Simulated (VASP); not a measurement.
# HfO2 (Fm-3m) in VASP: a series of runs

Runs on HfO2. Level: PBEsol. Tasks: single point.

Program: VASP 6.6.1. These are calculated values, not measurements. Logs are shortened: lines on timing, memory, paths and dates and some standing lists are left out, and cuts for length are marked.

## 1. The cell of the first run

Symmetry: Fm-3m, No. 225, cubic system. The conventional cell has a = 5.044 Å, b = 5.044 Å, c = 5.044 Å, α = 90.00°, β = 90.00°, γ = 90.00°. Within 2.9 Å of Hf (site symmetry m-3m) lie 8 O at 2.18 Å. O (site symmetry -43m) has 4 Hf at 2.18 Å and 6 O at 2.52 Å within 2.9 Å.

## 2. Single point, PBEsol

INCAR

```
SYSTEM = HfO2
PREC = Accurate ; ENCUT = 520
EDIFF = 1E-6 ; ISMEAR = -1
SIGMA = 0.02 ; LREAL = .FALSE.
LASPH = .TRUE. ; NELM = 100
ALGO = Normal ; ISIF = 2
LWAVE = .FALSE. ; LCHARG = .FALSE.
GGA = PS ; NBANDS = 18
```

KPOINTS

```
regular mesh
0
G
  7 7 7
  0 0 0
```

POSCAR

```
HfO2
1.0
    0.0000000000      2.5217859612      2.5217859612
    2.5217859612      0.0000000000      2.5217859612
    2.5217859612      2.5217859612      0.0000000000
Hf O
1 2
Direct
    0.0000000000      0.0000000000      0.0000000000
    0.2500000000      0.2500000000      0.2500000000
    0.7500000000      0.7500000000      0.7500000000
```

Potentials or basis: VASP PAW PBE potentials, release 64 (Hf_pv, O).

Launch:

```bash
$ cat potpaw_PBE.64/Hf_pv/POTCAR potpaw_PBE.64/O/POTCAR > POTCAR
$ mpirun -np 1 vasp_std > vasp.out
```

OUTCAR:

```text
SYSTEM = HfO2
   PREC = Accurate
   ENCUT = 520
   EDIFF = 1E-6
   ISMEAR = -1
   LREAL = .FALSE.
   LASPH = .TRUE.
   NELM = 100
   ISIF = 2
   GGA = PS

 ion  position               nearest neighbor table
   1  0.000  0.000  0.000-   3 2.18   3 2.18   3 2.18   2 2.18   3 2.18   2 2.18   2 2.18   2 2.18

   2  0.250  0.250  0.250-   1 2.18   1 2.18   1 2.18   1 2.18
   3  0.750  0.750  0.750-   1 2.18   1 2.18   1 2.18   1 2.18

  LATTYP: Found a face centered cubic cell.
 ALAT       =     5.0435719224

  Lattice vectors:

 A1 = (   0.0000000000,   2.5217859612,   2.5217859612)
 A2 = (   2.5217859612,   0.0000000000,   2.5217859612)
 A3 = (   2.5217859612,   2.5217859612,   0.0000000000)

Analysis of symmetry for initial positions (statically):
=====================================================================
 Subroutine PRICEL returns:
 Original cell was already a primitive cell.

 Routine SETGRP: Setting up the symmetry group for a
 face centered cubic supercell.

 Subroutine GETGRP returns: Found 48 space group operations
 (whereof 48 operations were pure point group operations)
 out of a pool of 48 trial point group operations.

The static configuration has the point symmetry O_h .

Analysis of symmetry for dynamics (positions and initial velocities):
=====================================================================
 Subroutine PRICEL returns:
 Original cell was already a primitive cell.

 Routine SETGRP: Setting up the symmetry group for a
 face centered cubic supercell.

 Subroutine GETGRP returns: Found 48 space group operations
 (whereof 48 operations were pure point group operations)
 out of a pool of 48 trial point group operations.

The dynamic configuration has the point symmetry O_h .

 Subroutine INISYM returns: Found 48 space group operations
 (whereof 48 operations are pure point group operations),
 and found     1 'primitive' translations

----------------------------------------------------------------------------------------

                                     Primitive cell

  volume of cell :      32.0741

  direct lattice vectors                    reciprocal lattice vectors
     0.000000000  2.521785961  2.521785961    -0.198272180  0.198272180  0.198272180
     2.521785961  0.000000000  2.521785961     0.198272180 -0.198272180  0.198272180
     2.521785961  2.521785961  0.000000000     0.198272180  0.198272180 -0.198272180

  length of vectors
     3.566343908  3.566343908  3.566343908     0.343417489  0.343417489  0.343417489

  position of ions in fractional coordinates (direct lattice)
     0.000000000  0.000000000  0.000000000
     0.250000000  0.250000000  0.250000000
     0.750000000  0.750000000  0.750000000

  ion indices of the primitive-cell ions
   primitive index   ion index
                 1           1
                 2           2
                 3           3

----------------------------------------------------------------------------------------

 KPOINTS: regular mesh

Automatic generation of k-mesh.
 Grid dimensions read from file:
 generate k-points for:    7    7    7

 Generating k-lattice:

  Cartesian coordinates                     Fractional coordinates (reciprocal lattice)
    -0.028324597  0.028324597  0.028324597     0.142857143  0.000000000  0.000000000
     0.028324597 -0.028324597  0.028324597     0.000000000  0.142857143  0.000000000
     0.028324597  0.028324597 -0.028324597     0.000000000  0.000000000  0.142857143

  Length of vectors
     0.049059641  0.049059641  0.049059641

  Shift w.r.t. Gamma in fractional coordinates (k-lattice)
     0.000000000  0.000000000  0.000000000

 Subroutine IBZKPT returns following result:
 ===========================================

 Found     20 irreducible k-points:

 Following reciprocal coordinates:
            Coordinates               Weight
  0.000000  0.000000  0.000000      1.000000
  0.142857  0.000000  0.000000      8.000000
  0.285714  0.000000  0.000000      8.000000
  0.428571  0.000000  0.000000      8.000000
  0.142857  0.142857  0.000000      6.000000
  0.285714  0.142857  0.000000     24.000000
[... 12 lines left out ...]
 -0.428571  0.428571  0.142857     24.000000
 -0.285714  0.428571  0.142857     24.000000
   k-points           NKPTS =     20   k-points in BZ     NKDIM =     20   number of bands    NBANDS=     18
   number of dos      NEDOS =    301   number of ions     NIONS =      3
   total plane-waves  NPLWV =  21952
   dimension x,y,z NGX =    28 NGY =   28 NGZ =   28
   dimension x,y,z NGXF=    56 NGYF=   56 NGZF=   56
   ions per type =               1   2
   NGX,Y,Z   is equivalent  to a cutoff of  13.05, 13.05, 13.05 a.u.
   NGXF,Y,Z  is equivalent  to a cutoff of  26.10, 26.10, 26.10 a.u.
 SYSTEM =  HfO2
   PREC   = accura    normal or accurate (medium, high low for compatibility)
   ISTART =      0    job   : 0-new  1-cont  2-samecut
   ICHARG =      2    charge: 1-file 2-atom 10-const
   ISPIN  =      1    spin polarized calculation?
   LNONCOLLINEAR =      F non collinear calculations
   LSORBIT =      F    spin-orbit coupling
   LASPH  =      T    aspherical Exc in radial PAW
   ENCUT  =  520.0 eV  38.22 Ry    6.18 a.u.   6.63  6.63  6.63*2*pi/ulx,y,z
   NELM   =    100;   NELMIN=  2; NELMDL= -5     # of ELM steps
   EDIFF  = 0.1E-05   stopping-criterion for ELM
   LREAL  =      F    real-space projection
   EDIFFG = 0.1E-04   stopping-criterion for IOM
   NSW    =      0    number of steps for IOM
   IBRION =     -1    ionic relax: 0-MD 1-quasi-New 2-CG
   NFREE  =      0    steps in history (QN), initial steepest desc. (CG)
   ISIF   =      2    stress and relaxation
   ISYM   =      2    0-nonsym 1-usesym 2-fastsym
   POTIM  = 0.5000    time-step for ionic-motion
   TEBEG  =    0.0;   TEEND  =   0.0 temperature during run
   PSTRESS=    0.0 pullay stress
   NELECT =      22.0000    total number of electrons
   NUPDOWN=      -1.0000    fix difference up-down
   EMIN   =  10.00;   EMAX   =-10.00  energy-range for DOS
   EFERMI =   0.00;   METHOD = LEGACY
   ISMEAR =    -1;   SIGMA  =   0.02  broadening in eV -4-tet -1-fermi 0-gaus
   EFERMI_NEDOS =   21; number of points for ismear=-14 and -15
   IALGO  =     38    algorithm
   IMIX   =      4    mixing-type and parameters
     AMIX     =   0.40;   BMIX     =  1.00
     AMIX_MAG =   1.60;   BMIX_MAG =  1.00
  volume/ion in A,a.u.               =      10.69        72.15
  Fermi-wavevector in a.u.,A,eV,Ry     =   1.443768  2.728326 28.360894  2.084467
  Thomas-Fermi vector in A             =   2.562139
   LORBIT       =      0    0 simple, 1 ext, 2 COOP (PROOUT), +10 PAW based schemes
   GGA     = PS    functional components
   LHFCALC =     F    Hartree Fock is set to
   AEXX    =    0.0000 exact exchange contribution
   IVDW    =     0    specifies the selected vdW correction
   LEPSILON=     F    determine dielectric tensor
   LRPA    =     F    only Hartree local field effects (RPA)
 non-spin polarized calculation
  energy-cutoff  :      520.00
  volume of cell :       32.07
 maximum number of plane-waves:       887
   NGX = 13   NGY = 13   NGZ = 13

 number of electron      21.9999993 magnetization

 Free energy of the ion-electron system (eV)
  ---------------------------------------------------
  ext. energy  EPLUGINS =         0.00000000
  ---------------------------------------------------
  free energy    TOTEN  =       -31.63253918 eV

  energy without entropy =      -31.63253918  energy(sigma->0) =      -31.63253918

 E-fermi :   4.6351     XC(G=0): -12.1887

 val. band max:        4.1731979452   @ k =  -0.4286   0.4286   0.0000
 cond. band min:       8.0812782492   @ k =   0.4286   0.4286   0.0000
 fundamental gap:      3.9080803040
 Fermi energy:         4.6351311276

 k-point     1 :       0.0000    0.0000    0.0000
  band No.  band energies     occupation
      1     -25.2884      2.00000
      2     -25.2884      2.00000
      3     -25.2884      2.00000
      4     -14.5206      2.00000
      5     -11.3410      2.00000
      6      -1.2322      2.00000
[... 10 lines left out ...]
     17      14.8838      0.00000
     18      18.0045      0.00000

 k-point     2 :       0.1429    0.0000    0.0000
  band No.  band energies     occupation
      1     -25.3838      2.00000
      2     -25.2988      2.00000
      3     -25.2988      2.00000
      4     -14.2374      2.00000
      5     -11.5707      2.00000
      6      -1.0331      2.00000
[... 10 lines left out ...]
     17      14.5298      0.00000
     18      17.7071      0.00000

 k-point     3 :       0.2857    0.0000    0.0000
  band No.  band energies     occupation
      1     -25.5872      2.00000
      2     -25.3219      2.00000
      3     -25.3219      2.00000
      4     -13.6281      2.00000
      5     -11.9654      2.00000
      6      -0.5767      2.00000
[... 10 lines left out ...]
     17      13.9953      0.00000
     18      16.6555      0.00000

 k-point     4 :       0.4286    0.0000    0.0000
  band No.  band energies     occupation
      1     -25.7407      2.00000
      2     -25.3402      2.00000
      3     -25.3402      2.00000
      4     -13.2681      2.00000
      5     -12.0665      2.00000
      6      -0.2260      2.00000
[... 291 lines left out ...]
      4     -12.7776      2.00000
      5     -12.3291      2.00000
      6      -0.7929      2.00000
[... 10 lines left out ...]
     17      15.4520      0.00000
     18      17.5167      0.00000

 k-point    19 :      -0.4286    0.4286    0.1429
  band No.  band energies     occupation
      1     -25.7119      2.00000
      2     -25.4861      2.00000
      3     -25.4151      2.00000
      4     -12.5647      2.00000
      5     -12.4136      2.00000
      6      -1.7288      2.00000
[... 10 lines left out ...]
     17      16.3977      0.00000
     18      17.8140      0.00000

 k-point    20 :      -0.2857    0.4286    0.1429
  band No.  band energies     occupation
      1     -25.6374      2.00000
      2     -25.5842      2.00000
      3     -25.4103      2.00000
      4     -12.5470      2.00000
      5     -12.3925      2.00000
      6      -1.3208      2.00000
[... 10 lines left out ...]
     17      16.7559      0.00000
     18      17.7687      0.00000

------------------------ aborting loop because EDIFF is reached ----------------------------------------

  FORCE on cell =-STRESS in cart. coord.  units (eV):
  Direction    XX          YY          ZZ          XY          YZ          ZX
  --------------------------------------------------------------------------------------
  -------------------------------------------------------------------------------------
  Total       -0.7366599     -0.7366599     -0.7366599      0.0000000      0.0000000     -0.0000000
  in kB      -36.7978931    -36.7978931    -36.7978931      0.0000000      0.0000000     -0.0000000
  external PRESSURE =     -36.7978931 kB  Pullay stress =       0.0000000 kB

 VOLUME and BASIS-vectors are now :
 -----------------------------------------------------------------------------
  energy-cutoff  :      520.00
  volume of cell :       32.07
      direct lattice vectors                 reciprocal lattice vectors
     0.000000000  2.521785961  2.521785961    -0.198272180  0.198272180  0.198272180
     2.521785961  0.000000000  2.521785961     0.198272180 -0.198272180  0.198272180
     2.521785961  2.521785961  0.000000000     0.198272180  0.198272180 -0.198272180

 POSITION                                       TOTAL-FORCE (eV/Angst)
 -----------------------------------------------------------------------------------
      0.00000      0.00000      0.00000         0.000000      0.000000      0.000000
      1.26089      1.26089      1.26089         0.000000      0.000000      0.000000
      3.78268      3.78268      3.78268        -0.000000     -0.000000     -0.000000
 -----------------------------------------------------------------------------------
    total drift:                                0.000000      0.000000      0.000000

  FREE ENERGIE OF THE ION-ELECTRON SYSTEM (eV)
  ---------------------------------------------------
  free  energy   TOTEN  =       -31.6325391820 eV

  energy  without entropy=      -31.6325391820  energy(sigma->0) =      -31.63253918
```

It took 17 s on 1 thread of Intel Xeon 8259CL, shared host; peak memory 0.16 GiB.

What came out:

```yaml
Free_energy: -31.6325 eV
Pressure: -3.7 GPa
Band_gap_on_the_k_mesh: 3.91 eV, indirect (least direct gap 4.09 eV)
```

Caveat: the PAW data sets were made with another functional, which shifts forces and pressure a little; spin-orbit coupling is left out, which moves the levels of the heavy elements. A k mesh can miss the band edges.

## 3. Single point, PBEsol

This run uses another cell than the first one, of 10.53 Å³/atom, 0.985 times its volume.

INCAR

```
SYSTEM = HfO2
  ALGO = Normal
  EDIFF = 1E-6
  ENCUT = 520
  GGA = PS
  ISIF = 2
  ISMEAR = -1
  LASPH = .True.
  LCHARG = .False.
  LREAL = .False.
  LWAVE = .False.
  NBANDS = 18
  NELM = 60
  PREC = Accurate
  SIGMA = 0.02
```

KPOINTS

```
k-points
0
Gamma
  7 7 7
  0 0 0
```

POSCAR

```
HfO2
1.0
    0.0000000000      2.5091134561      2.5091134561
    2.5091134561      0.0000000000      2.5091134561
    2.5091134561      2.5091134561      0.0000000000
Hf O
1 2
Direct
    0.0000000000      0.0000000000      0.0000000000
    0.2500000000      0.2500000000      0.2500000000
    0.7500000000      0.7500000000      0.7500000000
```

Potentials or basis: VASP PAW PBE potentials, release 64 (Hf_pv, O).

Launch:

```bash
$ cat potpaw_PBE.64/Hf_pv/POTCAR potpaw_PBE.64/O/POTCAR > POTCAR
$ mpirun -np 1 vasp_std > vasp.out
```

It took 20 s on 1 thread of Intel Xeon 8259CL, shared host; peak memory 0.16 GiB.

Results (log left out):

| Item | Value |
| --- | --- |
| Free energy | -31.6368 eV |
| Pressure | 0.3 GPa |
| Band gap on the k mesh | 3.94 eV, indirect (least direct gap 4.13 eV) |

Levels at points of the mesh, in eV from the valence-band top:
```csv
k point,band 9,band 10,band 11,band 12,band 13,band 14
"(0.00, 0.00, 0.00)",-0.54,-0.54,-0.54,3.94,3.94,5.99
```

Caveat: the PAW data sets were made with another functional, which shifts forces and pressure a little; spin-orbit coupling is left out, which moves the levels of the heavy elements. Expect the measured gap to be larger: semilocal functionals such as PBEsol lack the derivative discontinuity.

(Part 1 of 2 ends here.)
